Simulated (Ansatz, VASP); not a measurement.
**One calculation of BaTiO3, two programs**

POSCAR

```
BaTiO3
1.0
    2.8400536680     -1.6397057497     -2.3314328258
    0.0000000000      3.2794114995     -2.3314328258
    9.2301744210      5.3290436866      5.8285820646
Ba Ti O
3 3 9
Direct
    0.7675078059      0.7675078060      0.9188283674
    0.9341744726      0.9341744726      0.2521617007
    0.8508411393      0.8508411393      0.5854950341
    0.4612564965      0.4612564965      0.0899826165
    0.3779231631      0.3779231631      0.4233159498
    0.2945898298      0.2945898298      0.7566492831
    0.4899585428     -0.0004475471      0.0811512176
    0.4066252095     -0.0837808804      0.4144845509
    0.3232918761     -0.1671142138      0.7478178843
   -0.0004475471      0.4899585428      0.0811512176
   -0.0837808804      0.4066252095      0.4144845509
   -0.1671142138      0.3232918761      0.7478178843
    0.4490913686      0.4490913686      0.2446199142
    0.3657580353      0.3657580353      0.5779532476
    0.2824247020      0.2824247020      0.9112865809
```

INCAR.step1

```
SYSTEM = BaTiO3
PREC = Accurate ; ENCUT = 520
ISMEAR = 0 ; SIGMA = 0.05
LREAL = Auto ; LASPH = .True.
NELM = 60 ; NBANDS = 73
GGA = PE ; ALGO = Normal
EDIFF = 1E-4 ; LWAVE = .True.
LCHARG = .False.
```

INCAR.step2

```
SYSTEM = BaTiO3
PREC = Accurate ; ENCUT = 520
EDIFF = 1E-6 ; ISMEAR = 0
SIGMA = 0.05 ; LREAL = Auto
LASPH = .True. ; NELM = 60
ALGO = Normal ; ISIF = 2
LWAVE = .False. ; LCHARG = .False.
METAGGA = R2SCAN ; LMIXTAU = .True.
NBANDS = 73 ; ISTART = 1
```

Contents of KPOINTS:

```
Automatic mesh
0
Gamma
  6 6 2
  0 0 0
```

Input for Ansatz:

```yaml
crystal:
  lattice:
    - [2.840053668, -1.6397057497, -2.3314328258]
    - [0.0, 3.2794114995, -2.3314328258]
    - [9.230174421, 5.3290436866, 5.8285820646]
  atoms:
    - { symbol: Ba, position: [0.7675078059, 0.767507806, 0.9188283674] }
    - { symbol: Ba, position: [0.9341744726, 0.9341744726, 0.2521617007] }
    - { symbol: Ba, position: [0.8508411393, 0.8508411393, 0.5854950341] }
    - { symbol: Ti, position: [0.4612564965, 0.4612564965, 0.0899826165] }
    - { symbol: Ti, position: [0.3779231631, 0.3779231631, 0.4233159498] }
    - { symbol: Ti, position: [0.2945898298, 0.2945898298, 0.7566492831] }
    - { symbol: O, position: [0.4899585428, -0.0004475471, 0.0811512176] }
    - { symbol: O, position: [0.4066252095, -0.0837808804, 0.4144845509] }
    - { symbol: O, position: [0.3232918761, -0.1671142138, 0.7478178843] }
    - { symbol: O, position: [-0.0004475471, 0.4899585428, 0.0811512176] }
    - { symbol: O, position: [-0.0837808804, 0.4066252095, 0.4144845509] }
    - { symbol: O, position: [-0.1671142138, 0.3232918761, 0.7478178843] }
    - { symbol: O, position: [0.4490913686, 0.4490913686, 0.2446199142] }
    - { symbol: O, position: [0.3657580353, 0.3657580353, 0.5779532476] }
    - { symbol: O, position: [0.282424702, 0.282424702, 0.9112865809] }
basis:
  ecutwfc: 500
kpoints:
  mp_grid: { grid: [6, 6, 2] }
hamiltonian:
  xc: r2scan
scf:
  occupations: { method: gaussian, width: 0.05 }
output:
  forces: true
  stress: true
  eigenvalues: true
```

Alike in both runs: task single point; functional r2SCAN; k mesh 6 × 6 × 2; occupations gaussian, width 0.05 eV; no spin polarisation.

```csv
,VASP,Ansatz
version,VASP 6.6.1,Ansatz 0.2.0
potentials or method,"VASP PAW PBE potentials, release 64 (Ba_sv, Ti_sv, O), cutoff 520 eV","scalar-relativistic, plane waves, PAW"
valence electrons in the cell,120,120
```

Ansatz gave:

- gap on the k mesh at the Fermi level (eV): 2.06
- least direct gap on the mesh (eV): 2.51
- pressure (GPa): 2.8
- traceless stress, the component that is largest in VASP (GPa): 5.71
- rms of the force components (eV/Å): 1.245

Problem. Estimate VASP's values.

Solution. gap on the k mesh at the Fermi level (eV): 2.07; least direct gap on the mesh (eV): 2.55; pressure (GPa): 5.0; traceless stress, the component that is largest in VASP (GPa): 6.08; rms of the force components (eV/Å): 1.306.

VASP's potentials were made for PBE, not for r2SCAN. Atom by atom the forces differ by 0.104 eV/Å (rms over components).

Spin-orbit coupling is off throughout.
